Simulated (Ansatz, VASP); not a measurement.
# One calculation of ZnCu, two programs

INCAR

```
ALGO = Normal
EDIFF = 1E-6
EDIFFG = -0.01
ENCUT = 600
GGA = PS
IBRION = 2
ISIF = 3
ISMEAR = -1
LASPH = True
LCHARG = False
LREAL = False
LWAVE = False
NELM = 60
NSW = 60
PREC = Accurate
SIGMA = 0.05
```

File KPOINTS:

```
k-points
0
Gamma
  9 9 9
```

Contents of POSCAR:

```
ZnCu
1.0
    2.9450000000      0.0000000000      0.0000000000
    0.0000000000      2.9450000000      0.0000000000
    0.0000000000      0.0000000000      2.9450000000
Zn Cu
1 1
Direct
    0.5000000000      0.5000000000      0.5000000000
    0.0000000000      0.0000000000      0.0000000000
```

Contents of input.yaml:

```yaml
crystal:
  lattice:
    - [2.945, 0.0, 0.0]
    - [0.0, 2.945, 0.0]
    - [0.0, 0.0, 2.945]
  atoms:
    - { symbol: Zn, position: [0.5, 0.5, 0.5] }
    - { symbol: Cu, position: [0.0, 0.0, 0.0] }
hamiltonian:
  xc: pbesol
  pseudopotentials: { kind: paw }
kpoints:
  mp_grid: { grid: [9, 9, 9] }
scf:
  occupations: { method: fermi_dirac, width: 0.05 }
output:
  forces: true
  stress: true
  eigenvalues: true
  write_density: true
  write_potential: true
  elf: true
  volumetric_format: npy
relax:
  f_tol: 0.01
  max_steps: 40
  cell: { stress_tol: 0.05 }
```

Alike in both runs: task relaxation of cell and atoms; functional PBEsol; k mesh 9 × 9 × 9; occupations fermi-dirac, width 0.05 eV; no spin polarisation.

|  | VASP | Ansatz |
| --- | --- | --- |
| version | VASP 6.6.1 | Ansatz 0.2.0 |
| potentials or method | VASP PAW PBE potentials, release 64 (Zn, Cu) | Ansatz PAW |
| plane-wave cutoff (eV) | 600 | 420 |
| valence electrons in the cell | 23 | 31 |

```csv
,VASP,Ansatz,Ansatz less VASP
"gap on the k mesh at the Fermi level, each at its own relaxed structure (eV)",none,none,-
relaxed volume (Å³/atom),12.39,12.32,-0.065
relaxed cell length with the largest relative difference (Å),2.915,2.910,-0.0051
```

VASP's potentials were made for PBE, not for PBEsol. A gap of «none» marks a metal or a gap that the smearing closes. VASP's potentials hold 23 valence electrons a cell and Ansatz's 31, so a difference there can come from the potentials and not from the codes.

Noted on Ansatz's run: the plane-wave basis is chosen anew once the cell has moved, so the energies of steps on either side of that aren't comparable.
